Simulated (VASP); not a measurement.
The system is GaP.

```xyz
4
Lattice="1.9430 1.1218 6.4308 -1.9430 1.1218 6.4308 0.0000 -2.2436 6.4308" Properties=species:S:1:pos:R:3 pbc="T T T"
Ga    0.0000    0.0000    8.3994
Ga    0.0000    0.0000   10.8930
P     0.0000    0.0000    1.1072
P     0.0000    0.0000   18.1853
```

Program: VASP 6.6.1. Alike in all runs: task single point; no spin polarisation; cell as given; k mesh 12 × 12 × 12; cutoff (eV) 520.

Q: Order these runs on this cell by their pressure, lowest first.
A. level PBE; potentials or basis VASP PAW PBE potentials, release 64 (Ga_d, P); smearing methfessel-paxton 0.18 eV
B. level r2SCAN; potentials or basis VASP PAW PBE potentials, release 64 (Ga_d, P); smearing gaussian 0.02 eV
C. level LDA; potentials or basis VASP PAW LDA potentials, release 64 (Ga_d, P); smearing gaussian 0.02 eV

A: C (-4.7 GPa), B (-2.5 GPa), A (0.0 GPa).

Caveats: the PAW data sets were made with another functional, which shifts forces and pressure a little (at least some runs); the cell stands under tension (at least some runs); semilocal functionals underestimate gaps, and a narrow one can read as zero (at least some runs).
